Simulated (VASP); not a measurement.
Wanted: the native input for a VASP 6.6.1 run.

```yaml
Task: single point
Functional: LDA
Potentials_or_basis: VASP PAW LDA potentials, release 64 (Ni)
Cutoff: 520 eV
k_mesh: 24 × 24 × 13
Occupations: fermi-dirac, width 0.1 eV
Spin: no spin polarisation
Dipole_correction: no
Further_INCAR_settings: ALGO = Normal; EDIFF = 1e-06; NBANDS = 17
```

The structure of Ni lies in POSCAR:

```
Ni
1.0
    2.4162110961      0.0000000000      0.0000000000
   -1.2081055480      2.0925001901      0.0000000000
    0.0000000000      0.0000000000      3.9731629570
Ni
2
Direct
    0.3333333333      0.6666666667      0.2500000000
    0.6666666667      0.3333333333      0.7500000000
```

This isn't the form of Ni at room conditions, which is fcc.

One way to write it, as run:

INCAR

```
SYSTEM = Ni
PREC = Accurate
ENCUT = 520
EDIFF = 1E-6
ISMEAR = -1
SIGMA = 0.1
LREAL = .FALSE.
LASPH = .TRUE.
NELM = 100
ALGO = Normal
ISIF = 2
LWAVE = .FALSE.
LCHARG = .TRUE.
GGA = CA
LELF = .TRUE.
LVHAR = .TRUE.
NBANDS = 17
```

KPOINTS

```
regular mesh
0
G
  24 24 13
  0 0 0
```

Potentials or basis: VASP PAW LDA potentials, release 64 (Ni).

The run is started by

```sh
$ cat potpaw_LDA.64/Ni/POTCAR > POTCAR
$ mpirun -np 1 vasp_std > vasp.out
```

Results of the run:

```
Pressure               : -0.1 GPa
Band gap on the k mesh : zero (bands 10 and 11 overlap by 0.56 eV)
```

Caveat: the run has no spin polarisation, though such a crystal can be magnetic.

It took 3 min on 1 thread of Intel Xeon 8259CL, with other jobs on the host, peak memory 0.23 GiB.
